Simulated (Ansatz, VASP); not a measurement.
**One calculation of Hg, two programs**

```xyz
2
Lattice="3.2354 0.0000 0.0000 -1.6177 2.8019 0.0000 0.0000 0.0000 5.5382" Properties=species:S:1:pos:R:3 pbc="T T T"
Hg    1.6177    0.9340    4.1536
Hg    0.0000    1.8680    1.3845
```

Alike in both runs: task single point; functional r2SCAN; k mesh 12 × 12 × 6; occupations fermi-dirac, width 0.02 eV; no spin polarisation.

```csv
,VASP,Ansatz
version,VASP 6.6.1,Ansatz 0.2.0
potentials or method,"VASP PAW PBE potentials, release 64 (Hg)","plane waves, PAW"
plane-wave cutoff (eV),520,500
valence electrons in the cell,24,40
```

|  | VASP | Ansatz | Ansatz less VASP |
| --- | --- | --- | --- |
| pressure (GPa) | 2.4 | 2.1 | -0.34 |
| traceless stress, the component that is largest in VASP (GPa) | -0.59 | -0.52 | +0.063 |

VASP's potentials were made for PBE, not for r2SCAN. The functional is the same, so the differences come from potentials, cutoffs and numerics. VASP's potentials hold 24 valence electrons a cell and Ansatz's 40, so a difference there can come from the potentials and not from the codes.

Neither program's run includes spin-orbit coupling.
